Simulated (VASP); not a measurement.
# ZnO (P6_3mc) in VASP: relaxation of the atoms with LDA

Aim: the relaxation of the atoms of ZnO with LDA.

Program: VASP 6.6.1. These are calculated values, not measurements. Logs are shortened: lines on timing, memory, paths and dates and some standing lists are left out, and cuts for length are marked.

## 1. The cell of the first run

Symmetry: P6_3mc, No. 186, hexagonal system. The conventional cell has a = 3.249 Å, b = 3.249 Å, c = 5.204 Å, α = 90.00°, β = 90.00°, γ = 120.00°. Zn (site symmetry 3m) has 4 O at 1.97 to 1.99 Å within 2.6 Å. O (site symmetry 3m) has 4 Zn at 1.97 to 1.99 Å within 2.6 Å.

## 2. Relaxation of the atoms, LDA

Contents of INCAR:

```
  PREC = Accurate
  ENCUT = 520
  EDIFF = 1E-6
  ISMEAR = 0
  SIGMA = 0.02
  LREAL = False
  LASPH = True
  NELM = 60
  ALGO = Normal
  ISIF = 2
  LWAVE = False
  LCHARG = False
  GGA = CA
  IBRION = 2
  NSW = 70
  EDIFFG = -0.002
```

Contents of KPOINTS:

```
Automatic mesh
0
Gamma
  9 9 6
```

Contents of POSCAR:

```
ZnO
1.0
    3.2494000000      0.0000000000      0.0000000000
   -1.6247000000      2.8140629500      0.0000000000
    0.0000000000      0.0000000000      5.2038000000
Zn O
2 2
Direct
    0.3333333300      0.6666666700      0.0000000000
    0.6666666700      0.3333333300      0.5000000000
    0.3333333300      0.6666666700      0.3830000000
    0.6666666700      0.3333333300      0.8830000000
```

Potentials or basis: VASP PAW LDA potentials, release 64 (Zn, O).

The run is started by

```
$ cat potpaw_LDA.64/Zn/POTCAR potpaw_LDA.64/O/POTCAR > POTCAR
$ mpirun -np 1 vasp_std > vasp.out
```

OUTCAR:

```text
PREC = Accurate
   ENCUT = 520
   EDIFF = 1E-6
   ISMEAR = 0
   LREAL = False
   LASPH = True
   NELM = 60
   ISIF = 2
   GGA = CA
   IBRION = 2
   NSW = 70
   EDIFFG = -0.002

 ion  position               nearest neighbor table
   1  0.333  0.667  0.000-   4 1.97   4 1.97   4 1.97   3 1.99
   2  0.667  0.333  0.500-   3 1.97   3 1.97   3 1.97   4 1.99
   3  0.333  0.667  0.383-   2 1.97   2 1.97   2 1.97   1 1.99
   4  0.667  0.333  0.883-   1 1.97   1 1.97   1 1.97   2 1.99

  LATTYP: Found a hexagonal cell.
 ALAT       =     3.2494000000
 C/A-ratio  =     1.6014648858

  Lattice vectors:

 A1 = (   3.2494000000,   0.0000000000,   0.0000000000)
 A2 = (  -1.6247000000,   2.8140629500,   0.0000000000)
 A3 = (   0.0000000000,   0.0000000000,   5.2038000000)

Analysis of symmetry for initial positions (statically):
=====================================================================
 Subroutine PRICEL returns:
 Original cell was already a primitive cell.

 Routine SETGRP: Setting up the symmetry group for a
 hexagonal supercell.

 Subroutine GETGRP returns: Found 12 space group operations
 (whereof  6 operations were pure point group operations)
 out of a pool of 24 trial point group operations.

The static configuration has the point symmetry C_3v.
 The point group associated with its full space group is C_6v.

Analysis of symmetry for dynamics (positions and initial velocities):
=====================================================================
 Subroutine PRICEL returns:
 Original cell was already a primitive cell.

 Routine SETGRP: Setting up the symmetry group for a
 hexagonal supercell.

 Subroutine GETGRP returns: Found 12 space group operations
 (whereof  6 operations were pure point group operations)
 out of a pool of 24 trial point group operations.

The dynamic configuration has the point symmetry C_3v.
 The point group associated with its full space group is C_6v.

 Subroutine INISYM returns: Found 12 space group operations
 (whereof  6 operations are pure point group operations),
 and found     1 'primitive' translations

----------------------------------------------------------------------------------------

                                     Primitive cell

  volume of cell :      47.5836

  direct lattice vectors                    reciprocal lattice vectors
     3.249400000  0.000000000  0.000000000     0.307749123  0.177679039  0.000000000
    -1.624700000  2.814062950  0.000000000     0.000000000  0.355358078  0.000000000
     0.000000000  0.000000000  5.203800000     0.000000000  0.000000000  0.192167262

  length of vectors
     3.249400000  3.249400003  5.203800000     0.355358078  0.355358078  0.192167262

  position of ions in fractional coordinates (direct lattice)
     0.333333330  0.666666670  0.000000000
     0.666666670  0.333333330  0.500000000
     0.333333330  0.666666670  0.383000000
     0.666666670  0.333333330  0.883000000

  ion indices of the primitive-cell ions
   primitive index   ion index
                 1           1
                 2           2
                 3           3
                 4           4

----------------------------------------------------------------------------------------

 KPOINTS: Automatic mesh

Automatic generation of k-mesh.
 Grid dimensions read from file:
 generate k-points for:    9    9    6

 Generating k-lattice:

  Cartesian coordinates                     Fractional coordinates (reciprocal lattice)
     0.034194347  0.019742115  0.000000000     0.111111111  0.000000000  0.000000000
     0.000000000  0.039484231  0.000000000     0.000000000  0.111111111  0.000000000
     0.000000000  0.000000000  0.032027877     0.000000000  0.000000000  0.166666667

  Length of vectors
     0.039484231  0.039484231  0.032027877

  Shift w.r.t. Gamma in fractional coordinates (k-lattice)
     0.000000000  0.000000000  0.000000000

 Subroutine IBZKPT returns following result:
 ===========================================

 Found     48 irreducible k-points:

 Following reciprocal coordinates:
            Coordinates               Weight
  0.000000  0.000000  0.000000      1.000000
  0.111111  0.000000  0.000000      6.000000
  0.222222  0.000000  0.000000      6.000000
  0.333333  0.000000  0.000000      6.000000
  0.444444  0.000000  0.000000      6.000000
  0.111111  0.111111  0.000000      6.000000
[... 16 lines left out ...]
  0.333333  0.222222  0.166667     24.000000
  0.333333  0.333333  0.166667      4.000000
 [... further k-points ...]
   k-points           NKPTS =     48   k-points in BZ     NKDIM =     48   number of bands    NBANDS=     22
   number of dos      NEDOS =    301   number of ions     NIONS =      4
   total plane-waves  NPLWV =  23040
   dimension x,y,z NGX =    24 NGY =   24 NGZ =   40
   dimension x,y,z NGXF=    48 NGYF=   48 NGZF=   80
   ions per type =               2   2
   NGX,Y,Z   is equivalent  to a cutoff of  12.28, 12.28, 12.78 a.u.
   NGXF,Y,Z  is equivalent  to a cutoff of  24.56, 24.56, 25.56 a.u.
 SYSTEM =  unknown system
   PREC   = accura    normal or accurate (medium, high low for compatibility)
   ISTART =      0    job   : 0-new  1-cont  2-samecut
   ICHARG =      2    charge: 1-file 2-atom 10-const
   ISPIN  =      1    spin polarized calculation?
   LNONCOLLINEAR =      F non collinear calculations
   LSORBIT =      F    spin-orbit coupling
   LASPH  =      T    aspherical Exc in radial PAW
   ENCUT  =  520.0 eV  38.22 Ry    6.18 a.u.   6.04  6.04  9.68*2*pi/ulx,y,z
   NELM   =     60;   NELMIN=  2; NELMDL= -5     # of ELM steps
   EDIFF  = 0.1E-05   stopping-criterion for ELM
   LREAL  =      F    real-space projection
   EDIFFG = -.2E-02   stopping-criterion for IOM
   NSW    =     70    number of steps for IOM
   IBRION =      2    ionic relax: 0-MD 1-quasi-New 2-CG
   NFREE  =      1    steps in history (QN), initial steepest desc. (CG)
   ISIF   =      2    stress and relaxation
   ISYM   =      2    0-nonsym 1-usesym 2-fastsym
   POTIM  = 0.5000    time-step for ionic-motion
   TEBEG  =    0.0;   TEEND  =   0.0 temperature during run
   PSTRESS=    0.0 pullay stress
   NELECT =      36.0000    total number of electrons
   NUPDOWN=      -1.0000    fix difference up-down
   EMIN   =  10.00;   EMAX   =-10.00  energy-range for DOS
   EFERMI =   0.00;   METHOD = LEGACY
   ISMEAR =     0;   SIGMA  =   0.02  broadening in eV -4-tet -1-fermi 0-gaus
   EFERMI_NEDOS =   21; number of points for ismear=-14 and -15
   IALGO  =     38    algorithm
   IMIX   =      4    mixing-type and parameters
     AMIX     =   0.40;   BMIX     =  1.00
     AMIX_MAG =   1.60;   BMIX_MAG =  1.00
  volume/ion in A,a.u.               =      11.90        80.28
  Fermi-wavevector in a.u.,A,eV,Ry     =   1.491729  2.818958 30.276420  2.225254
  Thomas-Fermi vector in A             =   2.604347
   LORBIT       =      0    0 simple, 1 ext, 2 COOP (PROOUT), +10 PAW based schemes
   GGA     = CA    functional components
   LHFCALC =     F    Hartree Fock is set to
   AEXX    =    0.0000 exact exchange contribution
   IVDW    =     0    specifies the selected vdW correction
   LEPSILON=     F    determine dielectric tensor
   LRPA    =     F    only Hartree local field effects (RPA)
 conjugate gradient relaxation of ions
 non-spin polarized calculation
 Gauss-broadening in eV      SIGMA  =   0.02
  energy-cutoff  :      520.00
  volume of cell :       47.58
 maximum number of plane-waves:      1302
   NGX = 13   NGY = 13   NGZ = 19

--------------------------------------- Ionic step        1  -------------------------------------------

 number of electron      36.0000017 magnetization

 Free energy of the ion-electron system (eV)
  ---------------------------------------------------
  ext. energy  EPLUGINS =         0.00000000
  ---------------------------------------------------
  free energy    TOTEN  =       -21.12189551 eV

  energy without entropy =      -21.12189551  energy(sigma->0) =      -21.12189551

------------------------ aborting loop because EDIFF is reached ----------------------------------------

  FORCE on cell =-STRESS in cart. coord.  units (eV):
  Direction    XX          YY          ZZ          XY          YZ          ZX
  --------------------------------------------------------------------------------------
  -------------------------------------------------------------------------------------
  Total       -1.8103839     -1.8103839     -1.7354497      0.0000000      0.0000000     -0.0000000
  in kB      -60.9570123    -60.9570124    -58.4339223      0.0000000      0.0000000     -0.0000000
  external PRESSURE =     -60.1159823 kB  Pullay stress =       0.0000000 kB

 VOLUME and BASIS-vectors are now :
 -----------------------------------------------------------------------------
  energy-cutoff  :      520.00
  volume of cell :       47.58
      direct lattice vectors                 reciprocal lattice vectors
     3.249400000  0.000000000  0.000000000     0.307749123  0.177679039  0.000000000
    -1.624700000  2.814062950  0.000000000     0.000000000  0.355358078  0.000000000
     0.000000000  0.000000000  5.203800000     0.000000000  0.000000000  0.192167262
[... 39 lines left out ...]
 POSITION                                       TOTAL-FORCE (eV/Angst)
 -----------------------------------------------------------------------------------
     -0.00000      1.87604      0.00328         0.000000     -0.000000      0.030313
      1.62470      0.93802      2.60518        -0.000000     -0.000000      0.030313
     -0.00000      1.87604      1.98978         0.000000     -0.000000     -0.030313
      1.62470      0.93802      4.59168        -0.000000      0.000000     -0.030313
 -----------------------------------------------------------------------------------
    total drift:                               -0.000016      0.000008      0.001309

  FREE ENERGIE OF THE ION-ELECTRON SYSTEM (eV)
  ---------------------------------------------------
  free  energy   TOTEN  =       -21.1225411043 eV

  energy  without entropy=      -21.1225411043  energy(sigma->0) =      -21.12254110

--------------------------------------- Ionic step        3  -------------------------------------------

 number of electron      36.0000022 magnetization

 Free energy of the ion-electron system (eV)
  ---------------------------------------------------
  ext. energy  EPLUGINS =         0.00000000
  ---------------------------------------------------
  free energy    TOTEN  =       -21.12269405 eV

  energy without entropy =      -21.12269405  energy(sigma->0) =      -21.12269405

 E-fermi :   0.9918     XC(G=0): -11.4650

 val. band max:        0.8801300397   @ k =   0.0000   0.0000   0.0000
 cond. band min:       1.6230838485   @ k =   0.0000   0.0000   0.0000
 fundamental gap:      0.7429538087
 Fermi energy:         0.9918261210

 k-point     1 :       0.0000    0.0000    0.0000
  band No.  band energies     occupation
      1     -16.9234      2.00000
      2     -16.1470      2.00000
      3      -4.8965      2.00000
      4      -4.8965      2.00000
      5      -4.8321      2.00000
      6      -4.8083      2.00000
[... 14 lines left out ...]
     21       9.0016      0.00000
     22      13.5156      0.00000
[... 552 lines left out ...]
  band No.  band energies     occupation
      1     -16.0184      2.00000
      2     -16.0184      2.00000
      3      -4.9049      2.00000
      4      -4.6449      2.00000
      5      -4.6449      2.00000
      6      -4.2855      2.00000
[... 14 lines left out ...]
     21       8.4902      0.00000
     22       8.8581      0.00000

 [... further k-points ...]

------------------------ aborting loop because EDIFF is reached ----------------------------------------

  FORCE on cell =-STRESS in cart. coord.  units (eV):
  Direction    XX          YY          ZZ          XY          YZ          ZX
  --------------------------------------------------------------------------------------
  -------------------------------------------------------------------------------------
  Total       -1.8939558     -1.8939558     -1.5455487      0.0000000      0.0000000      0.0000000
  in kB      -63.7709431    -63.7709433    -52.0398091      0.0000000      0.0000000      0.0000000
  external PRESSURE =     -59.8605652 kB  Pullay stress =       0.0000000 kB

 VOLUME and BASIS-vectors are now :
 -----------------------------------------------------------------------------
  energy-cutoff  :      520.00
  volume of cell :       47.58
      direct lattice vectors                 reciprocal lattice vectors
     3.249400000  0.000000000  0.000000000     0.307749123  0.177679039  0.000000000
    -1.624700000  2.814062950  0.000000000     0.000000000  0.355358078  0.000000000
     0.000000000  0.000000000  5.203800000     0.000000000  0.000000000  0.192167262

 POSITION                                       TOTAL-FORCE (eV/Angst)
 -----------------------------------------------------------------------------------
     -0.00000      1.87604      0.00592        -0.000000      0.000000     -0.001479
      1.62470      0.93802      2.60782         0.000000      0.000000     -0.001479
     -0.00000      1.87604      1.98714        -0.000000     -0.000000      0.001479
      1.62470      0.93802      4.58904         0.000000     -0.000000      0.001479
 -----------------------------------------------------------------------------------
    total drift:                               -0.000017      0.000008      0.002173

  FREE ENERGIE OF THE ION-ELECTRON SYSTEM (eV)
  ---------------------------------------------------
  free  energy   TOTEN  =       -21.1226940540 eV

  energy  without entropy=      -21.1226940540  energy(sigma->0) =      -21.12269405

 reached required accuracy - stopping structural energy minimisation
```

It took 88 s on 1 thread of Intel Xeon 8259CL, shared host; peak memory 0.17 GiB.

Results:

| Item | Value |
| --- | --- |
| Free energy | -21.1227 eV |
| Energy gained by relaxing | 0.2 meV/atom |
| Ionic steps | 3 |
| Pressure after relaxing | -6.0 GPa |
| Band gap on the k mesh | 0.74 eV |

Stress tensor (GPa, compression positive):
```
-6.38  0.00  0.00
 0.00 -6.38  0.00
 0.00  0.00 -5.20
```

Step by step:
| step | energy change (eV) | largest force (eV/Å) | pressure (GPa) |
| --- | --- | --- | --- |
| 1 | 0.0000 | 0.0679 | -6.01 |
| 2 | -0.0006 | 0.0303 | -6.00 |
| 3 | -0.0008 | 0.0015 | -5.99 |

Final structure:
```cif
data_structure
_symmetry_space_group_name_H-M 'P 1'
_symmetry_Int_Tables_number 1
_cell_length_a 3.2494
_cell_length_b 3.2494
_cell_length_c 5.2038
_cell_angle_alpha 90.000
_cell_angle_beta 90.000
_cell_angle_gamma 120.000
_cell_volume 47.58
loop_
_atom_site_label
_atom_site_type_symbol
_atom_site_fract_x
_atom_site_fract_y
_atom_site_fract_z
_atom_site_occupancy
Zn1 Zn 0.33333 0.66667 0.00114 1
Zn2 Zn 0.66667 0.33333 0.50114 1
O1 O 0.33333 0.66667 0.38186 1
O2 O 0.66667 0.33333 0.88186 1
```
